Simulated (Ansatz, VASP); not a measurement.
**Pt: VASP beside Ansatz**

```xyz
2
Lattice="2.5979 0.0000 0.0000 -1.2989 2.2498 0.0000 0.0000 0.0000 5.4115" Properties=species:S:1:pos:R:3 pbc="T T T"
Pt    1.2989    0.7499    4.0586
Pt    0.0000    1.4999    1.3529
```

Alike in both runs: task single point; functional PBEsol; k mesh 24 × 24 × 12; occupations gaussian, width 0.15 eV; no spin polarisation.

|  | VASP | Ansatz |
| --- | --- | --- |
| version | VASP 6.6.1 | Ansatz 0.2.0 |
| potentials or method | VASP PAW PBE potentials, release 64 (Pt), cutoff 520 eV | scalar-relativistic, plane waves, PAW |
| valence electrons in the cell | 20 | 36 |

|  | VASP | Ansatz | Ansatz less VASP |
| --- | --- | --- | --- |
| gap on the k mesh at the Fermi level (eV) | none | none | - |
| pressure (GPa) | 5.5 | 5.9 | +0.38 |
| traceless stress, the component that is largest in VASP (GPa) | -27.85 | -27.94 | -0.090 |

VASP's potentials were made for PBE, not for PBEsol. A gap of «none» marks a metal or a gap that the smearing closes. The functional is the same, so the differences come from potentials, cutoffs and numerics. VASP's potentials hold 20 valence electrons a cell and Ansatz's 36, so a difference there can come from the potentials and not from the codes.

Neither program's run includes spin-orbit coupling.
